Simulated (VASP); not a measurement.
Input of a VASP 6.6.1 run:

INCAR

```
PREC     = Accurate       # precision mode
ENCUT    = 520            # plane-wave cutoff, eV
EDIFF    = 1E-7           # SCF threshold, eV
ISMEAR   = 0              # smearing method
SIGMA    = 0.1            # smearing width, eV
LREAL    = False          # projectors in reciprocal space
LASPH    = True           # aspherical terms in the spheres
NELM     = 60             # most SCF steps
ALGO     = Normal         # electronic algorithm
ISIF     = 2              # what is computed and relaxed
LWAVE    = False          # write WAVECAR
LCHARG   = False          # write CHGCAR
GGA      = PE             # functional
NBANDS   = 21             # bands
```

Contents of KPOINTS:

```
regular mesh
0
Gamma
  6 6 6
```

File POSCAR:

```
C
1.0
    3.3952408600      1.9602432300      0.7910295600
   -3.3952408600      1.9602432300      0.7910295600
    0.0000000000     -3.9204864500      0.7910295600
C
6
Direct
    0.8062090300      0.1851480000      0.8062090300
    0.1937909700      0.1937909700      0.8148520000
    0.1851480000      0.8062090300      0.8062090300
    0.8148520000      0.1937909700      0.1937909700
    0.8062090300      0.8062090300      0.1851480000
    0.1937909700      0.8148520000      0.1937909700
```

Potentials or basis: VASP PAW PBE potentials, release 64 (C).

The run is started by

```bash
$ cat potpaw_PBE.64/C/POTCAR > POTCAR
$ mpirun -np 1 vasp_std > vasp.out
```

Task: Estimate the band gap on the k mesh.

Result: 1.62 eV (least direct gap 4.19 eV).

Task: Predict the largest force.

Result: 2.800 eV/Å.

Stress tensor (GPa, compression positive):
```
52.28  0.00  0.00
 0.00 52.28  0.00
 0.00  0.00 56.93
```

Caveat: the k points lie up to 0.48 Å⁻¹ apart; forces of over 1 eV/Å act on the atoms, so gaps and moduli don't describe the material at rest. A k mesh can miss the band edges.
